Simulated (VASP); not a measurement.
# As (Im-3m) in VASP: further runs

As is run at these levels: PBE; tasks: relaxation of cell and atoms, single point.

Everything below comes from runs of VASP 6.6.1. Logs are shortened: lines on timing, memory, paths and dates and some standing lists are left out, and cuts for length are marked.

## Step 1: The cell of the first run

Symmetry: Im-3m, No. 229, cubic system. The conventional cell has a = 3.367 Å, b = 3.367 Å, c = 3.367 Å, α = 90.00°, β = 90.00°, γ = 90.00°. Within 3.8 Å of As (site symmetry m-3m) lie 14 As at 2.92 to 3.37 Å.

This isn't the form of As at room conditions, which is rhombohedral.

## Step 2: Relaxation of cell and atoms, PBE

Input file INCAR:

```
SYSTEM = As
ALGO = Normal ; EDIFF = 1E-6
EDIFFG = -0.005 ; ENCUT = 600
GGA = PE ; IBRION = 2
ISIF = 3 ; ISMEAR = -1
LASPH = .TRUE. ; LCHARG = .FALSE.
LREAL = .FALSE. ; LWAVE = .FALSE.
NELM = 100 ; NSW = 45
PREC = Accurate ; SIGMA = 0.05
```

Input file KPOINTS:

```
k-points
0
G
  17 17 17
  0 0 0
```

Input file POSCAR:

```
As
1.0
   -1.6836576150      1.6836576150      1.6836576150
    1.6836576150     -1.6836576150      1.6836576150
    1.6836576150      1.6836576150     -1.6836576150
As
1
Direct
    0.0000000000      0.0000000000      0.0000000000
```

Potentials or basis: VASP PAW PBE potentials, release 64 (As).

Started as:

```bash
$ cat potpaw_PBE.64/As/POTCAR > POTCAR
$ mpirun -np 1 vasp_std > vasp.out
```

OUTCAR:

```text
SYSTEM = As
   EDIFF = 1E-6
   EDIFFG = -0.005
   ENCUT = 600
   GGA = PE
   IBRION = 2
   ISIF = 3
   ISMEAR = -1
   LASPH = .TRUE.
   LREAL = .FALSE.
   NELM = 100
   NSW = 45
   PREC = Accurate

 ion  position               nearest neighbor table
   1  0.000  0.000  0.000-

  LATTYP: Found a body centered cubic cell.
 ALAT       =     3.3673152300

  Lattice vectors:

 A1 = (  -1.6836576150,   1.6836576150,   1.6836576150)
 A2 = (   1.6836576150,  -1.6836576150,   1.6836576150)
 A3 = (   1.6836576150,   1.6836576150,  -1.6836576150)

Analysis of symmetry for initial positions (statically):
=====================================================================
 Subroutine PRICEL returns:
 Original cell was already a primitive cell.

 Routine SETGRP: Setting up the symmetry group for a
 body centered cubic supercell.

 Subroutine GETGRP returns: Found 48 space group operations
 (whereof 48 operations were pure point group operations)
 out of a pool of 48 trial point group operations.

The static configuration has the point symmetry O_h .

Analysis of symmetry for dynamics (positions and initial velocities):
=====================================================================
 Subroutine PRICEL returns:
 Original cell was already a primitive cell.

 Routine SETGRP: Setting up the symmetry group for a
 body centered cubic supercell.

 Subroutine GETGRP returns: Found 48 space group operations
 (whereof 48 operations were pure point group operations)
 out of a pool of 48 trial point group operations.

The dynamic configuration has the point symmetry O_h .

 Subroutine INISYM returns: Found 48 space group operations
 (whereof 48 operations are pure point group operations),
 and found     1 'primitive' translations

----------------------------------------------------------------------------------------

                                     Primitive cell

  volume of cell :      19.0907

  direct lattice vectors                    reciprocal lattice vectors
[... 139 lines left out ...]
  --------------------------------------------------------------------------------------
  -------------------------------------------------------------------------------------
  Total        0.0073421      0.0073421      0.0073421     -0.0000000      0.0000000      0.0000000
  in kB        0.6161813      0.6161813      0.6161813     -0.0000000      0.0000000      0.0000000
  external PRESSURE =       0.6161813 kB  Pullay stress =       0.0000000 kB

 VOLUME and BASIS-vectors are now :
 -----------------------------------------------------------------------------
  energy-cutoff  :      600.00
  volume of cell :       19.09
      direct lattice vectors                 reciprocal lattice vectors
    -1.683657615  1.683657615  1.683657615     0.000000000  0.296972493  0.296972493
     1.683657615 -1.683657615  1.683657615     0.296972493  0.000000000  0.296972493
     1.683657615  1.683657615 -1.683657615     0.296972493  0.296972493  0.000000000

 POSITION                                       TOTAL-FORCE (eV/Angst)
 -----------------------------------------------------------------------------------
      0.00000      0.00000      0.00000         0.000000     -0.000000      0.000000
 -----------------------------------------------------------------------------------
    total drift:                                0.000000      0.000000      0.000000

  FREE ENERGIE OF THE ION-ELECTRON SYSTEM (eV)
  ---------------------------------------------------
  free  energy   TOTEN  =        -4.2298820361 eV

  energy  without entropy=       -4.2238354910  energy(sigma->0) =       -4.22685876

--------------------------------------- Ionic step        2  -------------------------------------------

 number of electron       4.9999999 magnetization

 Free energy of the ion-electron system (eV)
  ---------------------------------------------------
  ext. energy  EPLUGINS =         0.00000000
  ---------------------------------------------------
  free energy    TOTEN  =        -4.22988435 eV

  energy without entropy =       -4.22384133  energy(sigma->0) =       -4.22686284

 E-fermi :   6.4225     XC(G=0): -10.7560

 val. band max:        6.4215159140   @ k =  -0.3529   0.3529   0.2353
 cond. band min:       6.4384935975   @ k =   0.2353   0.1176   0.1176
 fundamental gap:      0.0169776835
 Fermi energy:         6.4224851204

 k-point     1 :       0.0000    0.0000    0.0000
  band No.  band energies     occupation
      1      -8.6036      2.00000
      2      12.2931      0.00000
      3      12.2931      0.00000
      4      12.2931      0.00000
      5      19.4456      0.00000
      6      19.4456      0.00000
[... 199 lines left out ...]
 k-point    24 :       0.1765    0.1765    0.0000
  band No.  band energies     occupation
      1      -6.3461      2.00000
      2       5.0506      2.00000
      3       7.5397      0.00000
      4      10.4062      0.00000
      5      16.4356      0.00000
      6      17.7265      0.00000

 [... further k-points ...]

------------------------ aborting loop because EDIFF is reached ----------------------------------------

  FORCE on cell =-STRESS in cart. coord.  units (eV):
  Direction    XX          YY          ZZ          XY          YZ          ZX
  --------------------------------------------------------------------------------------
  -------------------------------------------------------------------------------------
  Total       -0.0018468     -0.0018468     -0.0018468     -0.0000000     -0.0000000     -0.0000000
  in kB       -0.1548274     -0.1548274     -0.1548274     -0.0000000     -0.0000000     -0.0000000
  external PRESSURE =      -0.1548274 kB  Pullay stress =       0.0000000 kB

 VOLUME and BASIS-vectors are now :
 -----------------------------------------------------------------------------
  energy-cutoff  :      600.00
  volume of cell :       19.11
      direct lattice vectors                 reciprocal lattice vectors
    -1.684253969  1.684253969  1.684253969     0.000000000  0.296867343  0.296867343
     1.684253969 -1.684253969  1.684253969     0.296867343  0.000000000  0.296867343
     1.684253969  1.684253969 -1.684253969     0.296867343  0.296867343  0.000000000

 POSITION                                       TOTAL-FORCE (eV/Angst)
 -----------------------------------------------------------------------------------
      1.68425      1.68425     -1.68425        -0.000000     -0.000000     -0.000000
 -----------------------------------------------------------------------------------
    total drift:                                0.000000      0.000000     -0.000000

  FREE ENERGIE OF THE ION-ELECTRON SYSTEM (eV)
  ---------------------------------------------------
  free  energy   TOTEN  =        -4.2298843495 eV

  energy  without entropy=       -4.2238413331  energy(sigma->0) =       -4.22686284

 reached required accuracy - stopping structural energy minimisation
```

Wall time 7.1 s (1 thread of Intel Xeon 6975P-C (Granite Rapids), shared host); peak memory 0.16 GiB.

Results:

| Item | Value |
| --- | --- |
| Free energy | -4.2299 eV |
| Relaxed volume | 19.11 Å³/atom |
| Relaxed cell | a = 2.917 Å, b = 2.917 Å, c = 2.917 Å, α = 109.47°, β = 109.47°, γ = 109.47° |
| Space group after relaxing (to 0.1 Å) | Im-3m (No. 229) |
| Energy gained by relaxing | 0.0 meV/atom |
| Ionic steps | 2 |
| Pressure after relaxing | 0.0 GPa |
| Band gap on the k mesh | zero (an odd number of electrons rules out a gap without spin polarisation) |

Final structure:
```
As
1.0
    -1.68425    1.68425    1.68425
     1.68425   -1.68425    1.68425
     1.68425    1.68425   -1.68425
As
1
Direct
  0.00000 0.00000 0.00000
```

## Step 3: Single point, PBE

Input file INCAR:

```
PREC = Accurate
ENCUT = 520
EDIFF = 1E-6
ISMEAR = -1
SIGMA = 0.05
LREAL = F
LASPH = T
NELM = 80
ALGO = Normal
ISIF = 2
LWAVE = F
LCHARG = T
GGA = PE
LELF = T
LVHAR = T
NBANDS = 8
```

Input file KPOINTS:

```
regular mesh
0
Gamma
  17 17 17
```

Input file POSCAR:

```
As
1.0
   -1.6842448268      1.6842448268      1.6842448268
    1.6842448268     -1.6842448268      1.6842448268
    1.6842448268      1.6842448268     -1.6842448268
As
1
Direct
    0.0000000000      0.0000000000      0.0000000000
```

Potentials or basis: VASP PAW PBE potentials, release 64 (As).

Started as:

```bash
$ cat potpaw_PBE.64/As/POTCAR > POTCAR
$ mpirun -np 1 vasp_std > vasp.out
```

OUTCAR:

```text
PREC = Accurate
   ENCUT = 520
   EDIFF = 1E-6
   ISMEAR = -1
   LREAL = F
   LASPH = T
   NELM = 80
   ISIF = 2
   GGA = PE

 ion  position               nearest neighbor table
   1  0.000  0.000  0.000-

  LATTYP: Found a body centered cubic cell.
 ALAT       =     3.3684896536

  Lattice vectors:

 A1 = (  -1.6842448268,   1.6842448268,   1.6842448268)
 A2 = (   1.6842448268,  -1.6842448268,   1.6842448268)
 A3 = (   1.6842448268,   1.6842448268,  -1.6842448268)

Analysis of symmetry for initial positions (statically):
=====================================================================
 Subroutine PRICEL returns:
 Original cell was already a primitive cell.

 Routine SETGRP: Setting up the symmetry group for a
 body centered cubic supercell.

 Subroutine GETGRP returns: Found 48 space group operations
 (whereof 48 operations were pure point group operations)
 out of a pool of 48 trial point group operations.

The static configuration has the point symmetry O_h .

Analysis of symmetry for dynamics (positions and initial velocities):
=====================================================================
 Subroutine PRICEL returns:
[... 159 lines left out ...]
 fundamental gap:      0.0169265127
 Fermi energy:         6.4228713287

 k-point     1 :       0.0000    0.0000    0.0000
  band No.  band energies     occupation
      1      -8.6034      2.00000
      2      12.2937      0.00000
      3      12.2937      0.00000
      4      12.2937      0.00000
      5      19.4465      0.00000
      6      19.4465      0.00000
      7      19.4465      0.00000
      8      20.9573      0.00000
[... 243 lines left out ...]
 k-point    24 :       0.1765    0.1765    0.0000
  band No.  band energies     occupation
      1      -6.3458      2.00000
      2       5.0510      2.00000
      3       7.5401      0.00000
      4      10.4067      0.00000
      5      16.4362      0.00000
      6      17.7272      0.00000
      7      21.2951      0.00000
      8      22.4078      0.00000

 [... further k-points ...]

------------------------ aborting loop because EDIFF is reached ----------------------------------------

  FORCE on cell =-STRESS in cart. coord.  units (eV):
  Direction    XX          YY          ZZ          XY          YZ          ZX
  --------------------------------------------------------------------------------------
  -------------------------------------------------------------------------------------
  Total       -0.0025516     -0.0025516     -0.0025516     -0.0000000      0.0000000      0.0000000
  in kB       -0.2139209     -0.2139209     -0.2139209     -0.0000000      0.0000000      0.0000000
  external PRESSURE =      -0.2139209 kB  Pullay stress =       0.0000000 kB

 VOLUME and BASIS-vectors are now :
 -----------------------------------------------------------------------------
  energy-cutoff  :      520.00
  volume of cell :       19.11
      direct lattice vectors                 reciprocal lattice vectors
    -1.684244827  1.684244827  1.684244827     0.000000000  0.296868954  0.296868954
     1.684244827 -1.684244827  1.684244827     0.296868954  0.000000000  0.296868954
     1.684244827  1.684244827 -1.684244827     0.296868954  0.296868954  0.000000000

 POSITION                                       TOTAL-FORCE (eV/Angst)
 -----------------------------------------------------------------------------------
      0.00000      0.00000      0.00000        -0.000000      0.000000     -0.000000
 -----------------------------------------------------------------------------------
    total drift:                                0.000000      0.000000     -0.000000

  FREE ENERGIE OF THE ION-ELECTRON SYSTEM (eV)
  ---------------------------------------------------
  free  energy   TOTEN  =        -4.2298538667 eV

  energy  without entropy=       -4.2238108776  energy(sigma->0) =       -4.22683237
```

stdout:

```text
POSCAR found type information on POSCAR As
 POSCAR found :  1 types and       1 ions
 scaLAPACK will be used
 LDA part: xc-table for (Slater+PW92), standard interpolation
 POSCAR, INCAR and KPOINTS ok, starting setup
 FFT: planning ... GRIDC
 FFT: planning ... GRID_SOFT
 FFT: planning ... GRID
 WAVECAR not read
 entering main loop
```

Wall time 21 s (1 thread of Intel Xeon 8259CL, shared host); peak memory 0.15 GiB.

What came out:

```yaml
Free_energy: -4.2299 eV
Pressure: 0.0 GPa
Band_gap_on_the_k_mesh: zero (an odd number of electrons rules out a gap without spin polarisation)
```

Levels at points of the mesh, in eV from the Fermi level:
| k point | band 1 | band 2 | band 3 | band 4 | band 5 | band 6 | band 7 |
| --- | --- | --- | --- | --- | --- | --- | --- |
| (0.00, 0.00, 0.00) | -15.03 | 5.87 | 5.87 | 5.87 | 13.02 | 13.02 | 13.02 |

## Step 4: Relaxation of cell and atoms, PBE

This run uses another cell than the first one, of 19.00 Å³/atom.

Input file INCAR:

```
  PREC = Accurate
  ENCUT = 600
  EDIFF = 1E-7
  ISMEAR = -1
  SIGMA = 0.05
  LREAL = F
  LASPH = T
  NELM = 60
  ALGO = Normal
  ISIF = 3
  LWAVE = F
  LCHARG = F
  GGA = PE
  IBRION = 2
  NSW = 60
  EDIFFG = -0.005
```

Input file KPOINTS:

```
Automatic mesh
0
Gamma
  17 17 17
```

Input file POSCAR:

```
As
1.0
   -1.6809877034      1.6809877034      1.6809877034
    1.6809877034     -1.6809877034      1.6809877034
    1.6809877034      1.6809877034     -1.6809877034
As
1
Direct
    0.0000000000      0.0000000000      0.0000000000
```

Started as:

```bash
$ cat potpaw_PBE.64/As/POTCAR > POTCAR
$ mpirun -np 1 vasp_std > vasp.out
```

Run time: 34 s. Hardware: 1 thread of Intel Xeon 8259CL, shared host; peak memory 0.16 GiB.

Results (log left out):

```
Free energy                           : -4.2299 eV
Relaxed volume                        : 19.11 Å³/atom
Relaxed cell                          : a = 2.917 Å, b = 2.917 Å, c = 2.917 Å, α = 109.47°, β = 109.47°, γ = 109.47°
Space group after relaxing (to 0.1 Å) : Im-3m (No. 229)
Energy gained by relaxing             : 0.1 meV/atom
Ionic steps                           : 3
Pressure after relaxing               : 0.0 GPa
Band gap on the k mesh                : zero (an odd number of electrons rules out a gap without spin polarisation)
```

Step by step:
```
step  energy change (eV)  largest force (eV/Å)  pressure (GPa)  volume (Å³)
   1              0.0000                0.0000            0.45        19.00
   2             -0.0001                0.0000           -0.17        19.15
   3             -0.0001                0.0000            0.00        19.11
```

Final structure:
```xyz
1
Lattice="-1.6841 1.6841 1.6841 1.6841 -1.6841 1.6841 1.6841 1.6841 -1.6841" Properties=species:S:1:pos:R:3 pbc="T T T"
As    0.0000    0.0000    0.0000
```

Levels at points of the mesh, in eV from the Fermi level:
```tsv
k point	band 1	band 2	band 3	band 4	band 5	band 6
(0.00, 0.00, 0.00)	-15.03	5.87	5.87	5.87	13.02	13.02
```

## Step 5: The runs side by side

```csv
task,cell,cutoff (eV),gap on the mesh (eV),pressure (GPa),relaxed volume (Å³/atom)
relaxation of cell and atoms,"relaxed from a = 2.916 Å, angles 109.5°, 1 atom",600,none,0.0,19.11
single point,"a = 2.917 Å, angles 109.5°, 1 atom",520,none,0.0,-
relaxation of cell and atoms,"relaxed from a = 2.912 Å, angles 109.5°, 1 atom",600,none,0.0,19.11
```

Alike in all rows: level PBE; potentials or basis VASP PAW PBE potentials, release 64 (As); no spin polarisation; k mesh 17 × 17 × 17; smearing fermi-dirac 0.05 eV.

Total energies depend on the potentials used, so only differences within one code and one set of settings carry meaning.
